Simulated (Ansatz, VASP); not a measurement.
Two plane-wave programs on C11O

Contents of INCAR:

```
ALGO = Normal ; DIPOL = 0.5 0.5 0.322
EDIFF = 1E-7 ; ENCUT = 520
GGA = PE ; IDIPOL = 3
ISIF = 2 ; ISMEAR = 0
IVDW = 12 ; LASPH = True
LCHARG = False ; LDIPOL = True
LREAL = False ; LWAVE = False
NBANDS = 37 ; NELM = 80
PREC = Accurate ; SIGMA = 0.05
```

Contents of KPOINTS:

```
k-points
0
Gamma
  8 7 1
```

Contents of POSCAR:

```
C11O
1.0
    3.6473242347      0.0000000000      0.0000000000
   -1.6658829406      3.9310150970      0.0000000000
    0.0000000000      0.0000000000     23.1809581692
C O
11 1
Direct
    0.5001799340      0.3333933113      0.1725554212
    0.4998200660      0.6666066887      0.1725554212
    0.5001799340      0.8333933113      0.2257231425
    0.4998200660      0.1666066887      0.2257231425
    0.5000212331      0.3353169669      0.2788716798
    0.4999787669      0.6646830331      0.2788716798
    0.5001286273      0.8366480408      0.3322552327
    0.4998713727      0.1633519592      0.3322552327
    0.4997623703      0.3544335274      0.3809574266
    0.5002376297      0.6455664726      0.3809574266
    0.7497623703      0.8544335274      0.5686114471
    0.7497623703      0.8544335274      0.5190017635
```

Input for Ansatz:

```yaml
crystal:
  lattice:
    - [3.6473242347, 0.0, 0.0]
    - [-1.6658829406, 3.931015097, 0.0]
    - [0.0, 0.0, 23.1809581692]
  atoms:
    - { symbol: C, position: [0.500179934, 0.3333933113, 0.1725554212] }
    - { symbol: C, position: [0.499820066, 0.6666066887, 0.1725554212] }
    - { symbol: C, position: [0.500179934, 0.8333933113, 0.2257231425] }
    - { symbol: C, position: [0.499820066, 0.1666066887, 0.2257231425] }
    - { symbol: C, position: [0.5000212331, 0.3353169669, 0.2788716798] }
    - { symbol: C, position: [0.4999787669, 0.6646830331, 0.2788716798] }
    - { symbol: C, position: [0.5001286273, 0.8366480408, 0.3322552327] }
    - { symbol: C, position: [0.4998713727, 0.1633519592, 0.3322552327] }
    - { symbol: C, position: [0.4997623703, 0.3544335274, 0.3809574266] }
    - { symbol: C, position: [0.5002376297, 0.6455664726, 0.3809574266] }
    - { symbol: O, position: [0.7497623703, 0.8544335274, 0.5190017635] }
    - { symbol: C, position: [0.7497623703, 0.8544335274, 0.5686114471] }
basis:
  ecutwfc: 420
kpoints:
  mp_grid: { grid: [8, 7, 1] }
hamiltonian:
  xc: pbe
  pseudopotentials: { kind: paw, azcp: { folder: soft_1 } }
  dispersion: d3bj
scf:
  occupations: { method: gaussian, width: 0.05 }
output:
  forces: true
  eigenvalues: true
efield:
  axis: 3
  dipole_correction: true
  ramp_width: 0.04
```

Alike in both runs: task single point; functional PBE; dispersion D3(BJ); k mesh 8 × 7 × 1; occupations gaussian, width 0.05 eV; no spin polarisation.

|  | VASP | Ansatz |
| --- | --- | --- |
| version | VASP 6.6.1 | Ansatz 0.2.0 |
| potentials or method | VASP PAW PBE potentials, release 64 (C, O), cutoff 520 eV | scalar-relativistic, plane waves, PAW |
| valence electrons in the cell | 50 | 50 |

|  | VASP | Ansatz | Ansatz less VASP |
| --- | --- | --- | --- |
| gap on the k mesh at the Fermi level (eV) | none | none | - |
| rms of the force components (eV/Å) | 1.633 | 1.670 | +0.0368 |

A gap of «none» marks a metal or a gap that the smearing closes.

Noted on VASP's run: the standard files for N, O and F lose accuracy on very short bonds.
